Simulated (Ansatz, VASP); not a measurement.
BiP: VASP beside Ansatz

The input INCAR:

```
SYSTEM = BiP
ALGO = Normal ; EDIFF = 1E-6
ENCUT = 500 ; GGA = PE
GGA_COMPAT = .False. ; ISIF = 2
ISMEAR = -1 ; LASPH = .True.
LCHARG = .False. ; LREAL = .False.
LWAVE = .False. ; NBANDS = 17
NELM = 120 ; PREC = Accurate
SIGMA = 0.05
```

KPOINTS

```
k-points
0
Gamma
  8 8 6
  0 0 0
```

The input POSCAR:

```
BiP
1.0
    3.9183758899      0.0000000000      0.0000000000
   -1.9591879450      3.3934130565      0.0000000000
    0.0000000000      0.0000000000      4.5391754055
Bi P
1 1
Direct
    0.0000000000      0.0000000000      0.5000000000
    0.0000000000      0.0000000000      0.0000000000
```

Contents of input.yaml:

```yaml
crystal:
  lattice:
    - [3.9183758899, 0.0, 0.0]
    - [-1.959187945, 3.3934130565, 0.0]
    - [0.0, 0.0, 4.5391754055]
  atoms:
    - { symbol: Bi, position: [0.0, 0.0, 0.5] }
    - { symbol: P, position: [0.0, 0.0, 0.0] }
kpoints:
  mp_grid: { grid: [8, 8, 6] }
scf:
  occupations: { method: fermi_dirac, width: 0.05 }
hamiltonian:
  xc: pbe
  pseudopotentials: { kind: all_electron, lapw: { basis_error: 0.0005 } }
output:
  forces: true
  stress: true
  eigenvalues: true
```

Change from the starting cell: volume scaled by 1.06.

Alike in both runs: task single point; functional PBE; k mesh 8 × 8 × 6; occupations fermi-dirac, width 0.05 eV; no spin polarisation.

|  | VASP | Ansatz |
| --- | --- | --- |
| version | VASP 6.6.1 | Ansatz 0.2.0 |
| potentials or method | VASP PAW PBE potentials, release 64 (Bi_d, P), cutoff 500 eV | all-electron LAPW, scalar-relativistic |

```tsv
	VASP	Ansatz	Ansatz less VASP
gap on the k mesh at the Fermi level (eV)	none	none	-
pressure (GPa)	14.1	14.4	+0.33
traceless stress, the component that is largest in VASP (GPa)	25.94	26.55	+0.613
```

A gap of «none» marks a metal or a gap that the smearing closes. Ansatz ran all-electron here, and VASP with PAW potentials.

Neither program's run includes spin-orbit coupling.
